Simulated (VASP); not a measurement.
Sn, 2 atoms in the cell. Symmetry: Fd-3m, No. 227, cubic system. Conventional cell: a = 6.467 Å, b = 6.467 Å, c = 6.467 Å, α = 90.00°, β = 90.00°, γ = 90.00°. Sn (site symmetry -43m) has 4 Sn at 2.80 Å within 3.7 Å. This isn't the form of Sn at room conditions, which is tetragonal (white tin).

* Program: VASP 6.6.1
* Task: single point
* Functional: PBE
* Potentials or basis: VASP PAW PBE potentials, release 64 (Sn_d)
* Cutoff: 500 eV
* k mesh: 6 × 6 × 6
* Occupations: methfessel-paxton, width 0.025 eV
* Spin: no spin polarisation
* Dipole correction: no
* Further INCAR settings: ALGO = Normal; EDIFF = 1e-06; NBANDS = 21

Potentials or basis: VASP PAW PBE potentials, release 64 (Sn_d).

Launch:

```bash
$ cat potpaw_PBE.64/Sn_d/POTCAR > POTCAR
$ mpirun -np 1 vasp_std > vasp.out
```

Hardware: 1 thread of Intel(R) Xeon(R) 6975P-C (Granite Rapids) (shared host).

Problem. How long does it take, and how much memory?

Solution. It took 24 s on 1 thread of Intel(R) Xeon(R) 6975P-C (Granite Rapids) (shared host), peak memory 0.2 GiB. Counts: scf iterations 12, k points 16.
